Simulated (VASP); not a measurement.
Set up this calculation in VASP 6.6.1, as the native input.

- Task: relaxation of cell and atoms
- Functional: PBE
- Potentials or basis: VASP PAW PBE potentials, release 64 (Nb_sv, B, C)
- Cutoff: 600 eV
- k mesh: 6 × 6 × 4
- Occupations: gaussian, width 0.1 eV
- Spin: no spin polarisation
- Dipole correction: no
- Further INCAR settings: ALGO = Normal; EDIFF = 1e-07; IBRION = 2; EDIFFG = -0.04; NSW = 90; ISIF = 3

The structure of Nb2B3C lies in POSCAR:

```
Nb2B3C
1.0
    3.4424538300      0.0000000000      0.0000000000
    0.0000000000      3.4424538300      0.0000000000
    0.0000000000      0.0000000000      7.0256785300
Nb B C
2 3 1
Direct
    0.0000000000      0.0000000000      0.5000000000
    0.5000000000      0.5000000000      0.0000000000
    0.5000000000      0.5000000000      0.5000000000
    0.5000000000      0.5000000000      0.7352805700
    0.5000000000      0.5000000000      0.2647194300
    0.0000000000      0.0000000000      0.0000000000
```

The cell was built from a structure type or drawn by symmetry, and may not be a known phase.

The input as run:

INCAR

```
SYSTEM = Nb2B3C
PREC     = Accurate       ! precision mode
ENCUT    = 600            ! plane-wave cutoff, eV
EDIFF    = 1E-7           ! SCF threshold, eV
ISMEAR   = 0              ! smearing method
SIGMA    = 0.1            ! smearing width, eV
LREAL    = .False.        ! projectors in reciprocal space
LASPH    = .True.         ! aspherical terms in the spheres
NELM     = 60             ! most SCF steps
ALGO     = Normal         ! electronic algorithm
ISIF     = 3              ! what is computed and relaxed
LWAVE    = .False.        ! write WAVECAR
LCHARG   = .False.        ! write CHGCAR
GGA      = PE             ! functional
IBRION   = 2              ! ionic algorithm
NSW      = 90             ! ionic steps
EDIFFG   = -0.04          ! ionic threshold
```

KPOINTS

```
regular mesh
0
Gamma
  6 6 4
  0 0 0
```

Potentials or basis: VASP PAW PBE potentials, release 64 (Nb_sv, B, C).

Launch:

```sh
$ cat potpaw_PBE.64/Nb_sv/POTCAR potpaw_PBE.64/B/POTCAR potpaw_PBE.64/C/POTCAR > POTCAR
$ mpirun -np 1 vasp_std > vasp.out
```

It gave:

| Item | Value |
| --- | --- |
| Relaxed volume | 12.81 Å³/atom |
| Relaxed cell | a = 3.094 Å, b = 3.094 Å, c = 8.028 Å, α = 90.00°, β = 90.00°, γ = 90.00° |
| Space group after relaxing (to 0.1 Å) | P4/mmm (No. 123) |
| Energy gained by relaxing | 711.1 meV/atom |
| Ionic steps | 10 |
| Pressure after relaxing | 0.0 GPa |
| Largest force after relaxing | 0.024 eV/Å |
| Band gap on the k mesh | zero (an odd number of electrons rules out a gap without spin polarisation) |

Wall time 5 min on 1 thread of Intel(R) Xeon(R) 6975P-C (Granite Rapids), with other jobs on the host, peak memory 0.23 GiB.
